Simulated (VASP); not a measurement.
# Rb (Pnma) in VASP: relaxation of cell and atoms with PBE

Aim: the relaxation of cell and atoms of Rb with PBE.

Everything below comes from runs of VASP 6.6.1. Logs are shortened: lines on timing, memory, paths and dates and some standing lists are left out, and cuts for length are marked.

## Step 1: The cell of the first run

It takes space group Pnma (No. 62, orthorhombic). The conventional cell has a = 5.740 Å, b = 4.640 Å, c = 12.380 Å, α = 90.00°, β = 90.00°, γ = 90.00°. Rb (site symmetry m) has 6 Rb at 3.56 to 4.64 Å within 4.7 Å.

## Step 2: Relaxation of cell and atoms, PBE

INCAR

```
SYSTEM = Rb
PREC = Accurate
ENCUT = 600
EDIFF = 1E-7
ISMEAR = 0
SIGMA = 0.1
LREAL = .FALSE.
LASPH = .TRUE.
NELM = 80
ALGO = Fast
ISIF = 3
LWAVE = .FALSE.
LCHARG = .FALSE.
GGA = PE
IBRION = 2
NSW = 100
EDIFFG = -0.05
```

KPOINTS

```
regular mesh
0
G
  4 4 2
  0 0 0
```

POSCAR

```
Rb
1.0
    5.7400000000      0.0000000000      0.0000000000
    0.0000000000      4.6400000000      0.0000000000
    0.0000000000      0.0000000000     12.3800000000
Rb
4
Direct
    0.0470000000      0.2500000000      0.8930000000
    0.4530000000      0.7500000000      0.3930000000
    0.5470000000      0.2500000000      0.6070000000
    0.9530000000      0.7500000000      0.1070000000
```

Potentials or basis: VASP PAW PBE potentials, release 64 (Rb_sv).

Launch:

```console
$ cat potpaw_PBE.64/Rb_sv/POTCAR > POTCAR
$ mpirun -np 1 vasp_std > vasp.out
```

OUTCAR:

```text
SYSTEM = Rb
   PREC = Accurate
   ENCUT = 600
   EDIFF = 1E-7
   ISMEAR = 0
   LREAL = .FALSE.
   LASPH = .TRUE.
   NELM = 80
   ISIF = 3
   GGA = PE
   IBRION = 2
   NSW = 100
   EDIFFG = -0.05

 ion  position               nearest neighbor table
   1  0.047  0.250  0.893-   4 3.56   4 3.56   3 4.56   3 4.56
   2  0.453  0.750  0.393-   3 3.56   3 3.56   4 4.56   4 4.56
   3  0.547  0.250  0.607-   2 3.56   2 3.56   1 4.56   1 4.56
   4  0.953  0.750  0.107-   1 3.56   1 3.56   2 4.56   2 4.56

  LATTYP: Found a simple orthorhombic cell.
 ALAT       =     4.6400000000
 B/A-ratio  =     1.2370689655
 C/A-ratio  =     2.6681034483

  Lattice vectors:

 A1 = (   0.0000000000,  -4.6400000000,   0.0000000000)
 A2 = (   5.7400000000,   0.0000000000,   0.0000000000)
 A3 = (   0.0000000000,   0.0000000000,  12.3800000000)

Analysis of symmetry for initial positions (statically):
=====================================================================
 Subroutine PRICEL returns:
 Original cell was already a primitive cell.

 Routine SETGRP: Setting up the symmetry group for a
 simple orthorhombic supercell.

 Subroutine GETGRP returns: Found  8 space group operations
 (whereof  2 operations were pure point group operations)
 out of a pool of  8 trial point group operations.

The static configuration has the point symmetry S_2 .
 The point group associated with its full space group is D_2h.

Analysis of symmetry for dynamics (positions and initial velocities):
=====================================================================
 Subroutine PRICEL returns:
 Original cell was already a primitive cell.

 Routine SETGRP: Setting up the symmetry group for a
 simple orthorhombic supercell.

 Subroutine GETGRP returns: Found  8 space group operations
 (whereof  2 operations were pure point group operations)
 out of a pool of  8 trial point group operations.

The dynamic configuration has the point symmetry S_2 .
 The point group associated with its full space group is D_2h.

 Subroutine INISYM returns: Found  8 space group operations
 (whereof  2 operations are pure point group operations),
 and found     1 'primitive' translations

----------------------------------------------------------------------------------------

                                     Primitive cell

  volume of cell :     329.7240

  direct lattice vectors                    reciprocal lattice vectors
     5.740000000  0.000000000  0.000000000     0.174216028  0.000000000  0.000000000
     0.000000000  4.640000000  0.000000000     0.000000000  0.215517241  0.000000000
     0.000000000  0.000000000 12.380000000     0.000000000  0.000000000  0.080775444

  length of vectors
     5.740000000  4.640000000 12.380000000     0.174216028  0.215517241  0.080775444

  position of ions in fractional coordinates (direct lattice)
     0.047000000  0.250000000  0.893000000
     0.453000000  0.750000000  0.393000000
     0.547000000  0.250000000  0.607000000
     0.953000000  0.750000000  0.107000000

  ion indices of the primitive-cell ions
   primitive index   ion index
                 1           1
                 2           2
                 3           3
                 4           4

----------------------------------------------------------------------------------------

 KPOINTS: regular mesh

Automatic generation of k-mesh.
 Grid dimensions read from file:
 generate k-points for:    4    4    2

 Generating k-lattice:

  Cartesian coordinates                     Fractional coordinates (reciprocal lattice)
     0.043554007  0.000000000  0.000000000     0.250000000  0.000000000  0.000000000
     0.000000000  0.053879310  0.000000000     0.000000000  0.250000000  0.000000000
     0.000000000  0.000000000  0.040387722     0.000000000  0.000000000  0.500000000

  Length of vectors
     0.043554007  0.053879310  0.040387722

  Shift w.r.t. Gamma in fractional coordinates (k-lattice)
     0.000000000  0.000000000  0.000000000

 Subroutine IBZKPT returns following result:
 ===========================================

 Found     18 irreducible k-points:

 Following reciprocal coordinates:
            Coordinates               Weight
  0.000000  0.000000  0.000000      1.000000
  0.250000  0.000000  0.000000      2.000000
  0.500000  0.000000  0.000000      1.000000
  0.000000  0.250000  0.000000      2.000000
  0.250000  0.250000  0.000000      4.000000
  0.500000  0.250000  0.000000      2.000000
[... 10 lines left out ...]
  0.250000  0.500000  0.500000      2.000000
  0.500000  0.500000  0.500000      1.000000
   k-points           NKPTS =     18   k-points in BZ     NKDIM =     18   number of bands    NBANDS=     22
   number of dos      NEDOS =    301   number of ions     NIONS =      4
   total plane-waves  NPLWV = 192000
   dimension x,y,z NGX =    48 NGY =   40 NGZ =  100
   dimension x,y,z NGXF=    96 NGYF=   80 NGZF=  200
   ions per type =               4
   NGX,Y,Z   is equivalent  to a cutoff of  13.90, 14.33, 13.43 a.u.
   NGXF,Y,Z  is equivalent  to a cutoff of  27.80, 28.66, 26.86 a.u.
 SYSTEM =  Rb
   PREC   = accura    normal or accurate (medium, high low for compatibility)
   ISTART =      0    job   : 0-new  1-cont  2-samecut
   ICHARG =      2    charge: 1-file 2-atom 10-const
   ISPIN  =      1    spin polarized calculation?
   LNONCOLLINEAR =      F non collinear calculations
   LSORBIT =      F    spin-orbit coupling
   LASPH  =      T    aspherical Exc in radial PAW
   ENCUT  =  600.0 eV  44.10 Ry    6.64 a.u.  11.46  9.27 24.73*2*pi/ulx,y,z
   NELM   =     80;   NELMIN=  2; NELMDL= -5     # of ELM steps
   EDIFF  = 0.1E-06   stopping-criterion for ELM
   LREAL  =      F    real-space projection
   EDIFFG = -.5E-01   stopping-criterion for IOM
   NSW    =    100    number of steps for IOM
   IBRION =      2    ionic relax: 0-MD 1-quasi-New 2-CG
   NFREE  =      1    steps in history (QN), initial steepest desc. (CG)
   ISIF   =      3    stress and relaxation
   ISYM   =      2    0-nonsym 1-usesym 2-fastsym
   POTIM  = 0.5000    time-step for ionic-motion
   TEBEG  =    0.0;   TEEND  =   0.0 temperature during run
   PSTRESS=    0.0 pullay stress
   NELECT =      36.0000    total number of electrons
   NUPDOWN=      -1.0000    fix difference up-down
   EMIN   =  10.00;   EMAX   =-10.00  energy-range for DOS
   EFERMI =   0.00;   METHOD = LEGACY
   ISMEAR =     0;   SIGMA  =   0.10  broadening in eV -4-tet -1-fermi 0-gaus
   EFERMI_NEDOS =   21; number of points for ismear=-14 and -15
   IALGO  =     68    algorithm
   IMIX   =      4    mixing-type and parameters
     AMIX     =   0.40;   BMIX     =  1.00
     AMIX_MAG =   1.60;   BMIX_MAG =  1.00
  volume/ion in A,a.u.               =      82.43       556.27
  Fermi-wavevector in a.u.,A,eV,Ry     =   0.782454  1.478624  8.329953  0.612234
  Thomas-Fermi vector in A             =   1.886181
   LORBIT       =      0    0 simple, 1 ext, 2 COOP (PROOUT), +10 PAW based schemes
   GGA     = PE    functional components
   LHFCALC =     F    Hartree Fock is set to
   AEXX    =    0.0000 exact exchange contribution
   IVDW    =     0    specifies the selected vdW correction
   LEPSILON=     F    determine dielectric tensor
   LRPA    =     F    only Hartree local field effects (RPA)
 conjugate gradient relaxation of ions
 non-spin polarized calculation
 RMM-DIIS sequential band-by-band and
 Gauss-broadening in eV      SIGMA  =   0.10
  energy-cutoff  :      600.00
  volume of cell :      329.72
 maximum number of plane-waves:     11028
 NGX is ok and might be reduce to    48
   NGX = 23   NGY = 19   NGZ = 49

--------------------------------------- Ionic step        1  -------------------------------------------

 number of electron      35.9999999 magnetization

 Free energy of the ion-electron system (eV)
  ---------------------------------------------------
  ext. energy  EPLUGINS =         0.00000000
  ---------------------------------------------------
  free energy    TOTEN  =        -2.34366980 eV

  energy without entropy =       -2.32991811  energy(sigma->0) =       -2.33679396

------------------------ aborting loop because EDIFF is reached ----------------------------------------

  FORCE on cell =-STRESS in cart. coord.  units (eV):
  Direction    XX          YY          ZZ          XY          YZ          ZX
  --------------------------------------------------------------------------------------
  -------------------------------------------------------------------------------------
  Total       -0.8088412      3.6380799      4.3842943     -0.0000000      0.0000000      0.0000000
  in kB       -3.9302784     17.6779662     21.3039319     -0.0000000      0.0000000      0.0000000
  external PRESSURE =      11.6838732 kB  Pullay stress =       0.0000000 kB
[... 95 lines left out ...]
  FREE ENERGIE OF THE ION-ELECTRON SYSTEM (eV)
  ---------------------------------------------------
  free  energy   TOTEN  =        -3.1838753572 eV

  energy  without entropy=       -3.1575133057  energy(sigma->0) =       -3.17069433

 E-fermi :  -0.1928     XC(G=0):  -5.1044

 val. band max:       -0.2052296353   @ k =   0.0000   0.5000   0.5000
 cond. band min:      -0.1717553779   @ k =   0.2500   0.0000   0.5000
 fundamental gap:      0.0334742574
 Fermi energy:        -0.1927974026

 k-point     1 :       0.0000    0.0000    0.0000
  band No.  band energies     occupation
      1     -29.3245      2.00000
      2     -29.3219      2.00000
      3     -29.3212      2.00000
      4     -29.3187      2.00000
      5     -13.4733      2.00000
      6     -13.4191      2.00000
[... 424 lines left out ...]
      6     -13.4444      2.00000
[... 14 lines left out ...]
     21       1.0337      0.00000
     22       1.0337      0.00000

[... ionic steps 4 to 12 ...]

--------------------------------------- Ionic step       13  -------------------------------------------

 number of electron      36.0000000 magnetization

------------------------ aborting loop because EDIFF is reached ----------------------------------------

  FORCE on cell =-STRESS in cart. coord.  units (eV):
  Direction    XX          YY          ZZ          XY          YZ          ZX
  --------------------------------------------------------------------------------------
  -------------------------------------------------------------------------------------
  Total        0.7374496     -0.1297944      0.0696515      0.0000000      0.0000000      0.0000000
  in kB        3.2154937     -0.5659412      0.3037008      0.0000000      0.0000000      0.0000000
  external PRESSURE =       0.9844178 kB  Pullay stress =       0.0000000 kB
[... 61 lines left out ...]
  energy  without entropy=       -3.5357946876  energy(sigma->0) =       -3.53857059

--------------------------------------- Ionic step       15  -------------------------------------------

 number of electron      36.0000000 magnetization

 Free energy of the ion-electron system (eV)
  ---------------------------------------------------
  ext. energy  EPLUGINS =         0.00000000
  ---------------------------------------------------
  free energy    TOTEN  =        -3.54448702 eV

  energy without entropy =       -3.54042759  energy(sigma->0) =       -3.54245731

 E-fermi :   0.0166     XC(G=0):  -5.3374

 val. band max:       -0.0985665401   @ k =   0.0000   0.0000   0.0000
 cond. band min:       0.1589456588   @ k =   0.2500   0.2500   0.5000
 fundamental gap:      0.2575121989
 Fermi energy:         0.0165782246

 k-point     1 :       0.0000    0.0000    0.0000
  band No.  band energies     occupation
      1     -29.0760      2.00000
      2     -29.0746      2.00000
      3     -29.0743      2.00000
      4     -29.0729      2.00000
      5     -13.2020      2.00000
      6     -13.1616      2.00000
[... 470 lines left out ...]
  FREE ENERGIE OF THE ION-ELECTRON SYSTEM (eV)
  ---------------------------------------------------
  free  energy   TOTEN  =        -3.5444870223 eV

  energy  without entropy=       -3.5404275927  energy(sigma->0) =       -3.54245731

 reached required accuracy - stopping structural energy minimisation
```

Run time: 81 min. Hardware: 1 thread of Intel Xeon 8259CL, shared host; peak memory 0.55 GiB.

What came out:

```yaml
Free_energy: -3.5445 eV
Relaxed_volume: 95.57 Å³/atom
Relaxed_cell: a = 4.678 Å, b = 4.659 Å, c = 17.539 Å, α = 90.00°, β = 90.00°, γ = 90.00°
Space_group_after_relaxing_to_0.1_Å: Pnma (No. 62)
Energy_gained_by_relaxing: 300.2 meV/atom
Ionic_steps: 15
Pressure_after_relaxing: 0.0 GPa
Largest_force_after_relaxing: 0.018 eV/Å
Band_gap_on_the_k_mesh: zero (bands 18 and 19 overlap by 2.35 eV)
```

Forces in eV/Å, atoms in the order of the input:
```
Rb   0.014  0.000 -0.011
Rb  -0.014  0.000 -0.011
Rb   0.014  0.000  0.011
Rb  -0.014  0.000  0.011
```

Step by step:
```tsv
step	energy change (eV)	largest force (eV/Å)	pressure (GPa)	volume (Å³)
1	0.0000	0.7716	1.17	329.72
2	-0.4237	0.5306	0.68	358.86
3	-0.8402	0.1953	0.06	422.34
4	-0.8887	0.1169	-0.09	447.59
5	-0.9015	0.0748	-0.16	466.34
6	-0.9022	0.0680	-0.17	470.05
7	-0.9392	0.0592	-0.16	457.94
8	-1.0429	0.0336	-0.10	421.44
9	-1.0981	0.0412	0.31	348.32
10	-1.1267	0.0229	0.07	377.41
11	-1.1697	0.0158	0.08	372.47
12	-1.1844	0.0125	0.11	366.28
13	-1.1850	0.0126	0.10	367.45
14	-1.1977	0.0148	0.04	375.20
15	-1.2008	0.0178	-0.01	382.29
```

Final structure:
```
CELL_PARAMETERS angstrom
4.67805 0.00000 0.00000
0.00000 4.65932 0.00000
0.00000 0.00000 17.53902
ATOMIC_POSITIONS crystal
Rb 0.06246 0.25000 0.87631
Rb 0.43754 0.75000 0.37631
Rb 0.56246 0.25000 0.62369
Rb 0.93754 0.75000 0.12369
```

Caveat: the volume moved by over 15 % at a fixed basis, so the end points are rough. PBE usually gives volumes a little too large and moduli too small.

The gap in the log of VASP goes by the Fermi energy; the results here count the filled bands.